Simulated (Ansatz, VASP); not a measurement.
## Two plane-wave programs on LaRe

File INCAR:

```
SYSTEM = LaRe
ALGO = Normal ; EDIFF = 1E-6
ENCUT = 520 ; GGA = PS
ISIF = 2 ; ISMEAR = 0
LASPH = .True. ; LCHARG = .True.
LELF = .True. ; LREAL = .False.
LVHAR = .True. ; LWAVE = .False.
NBANDS = 16 ; NELM = 60
PREC = Accurate ; SIGMA = 0.05
```

The input KPOINTS:

```
k-points
0
Gamma
  8 8 8
  0 0 0
```

The input POSCAR:

```
LaRe
1.0
    3.5214551206      0.0000000000      0.0000000000
    0.0000000000      3.5214551206      0.0000000000
    0.0000000000      0.0000000000      3.5214551206
La Re
1 1
Direct
    0.0000000000      0.0000000000      0.0000000000
    0.5000000000      0.5000000000      0.5000000000
```

Input for Ansatz:

```yaml
crystal:
  lattice:
    - [3.5214551206, 0.0, 0.0]
    - [0.0, 3.5214551206, 0.0]
    - [0.0, 0.0, 3.5214551206]
  atoms:
    - { symbol: La, position: [0.0, 0.0, 0.0] }
    - { symbol: Re, position: [0.5, 0.5, 0.5] }
basis:
  ecutwfc: 420
  ecutrho_ratio: 4
kpoints:
  mp_grid: { grid: [8, 8, 8] }
hamiltonian:
  xc: pbesol
scf:
  occupations: { method: gaussian, width: 0.05 }
output:
  forces: true
  stress: true
  eigenvalues: true
```

Alike in both runs: task single point; functional PBEsol; k mesh 8 × 8 × 8; occupations gaussian, width 0.05 eV; no spin polarisation.

|  | VASP | Ansatz |
| --- | --- | --- |
| version | VASP 6.6.1 | Ansatz 0.2.0 |
| potentials or method | VASP PAW PBE potentials, release 64 (La, Re), cutoff 520 eV | scalar-relativistic, plane waves, PAW |
| valence electrons in the cell | 18 | 26 |

```tsv
	VASP	Ansatz	Ansatz less VASP
gap on the k mesh at the Fermi level (eV)	none	none	-
pressure (GPa)	-0.2	-0.1	+0.02
```

VASP's potentials were made for PBE, not for PBEsol. A gap of «none» marks a metal or a gap that the smearing closes. The functional is the same, so the differences come from potentials, cutoffs and numerics. VASP's potentials hold 18 valence electrons a cell and Ansatz's 26, so a difference there can come from the potentials and not from the codes.

Neither program's run includes spin-orbit coupling.
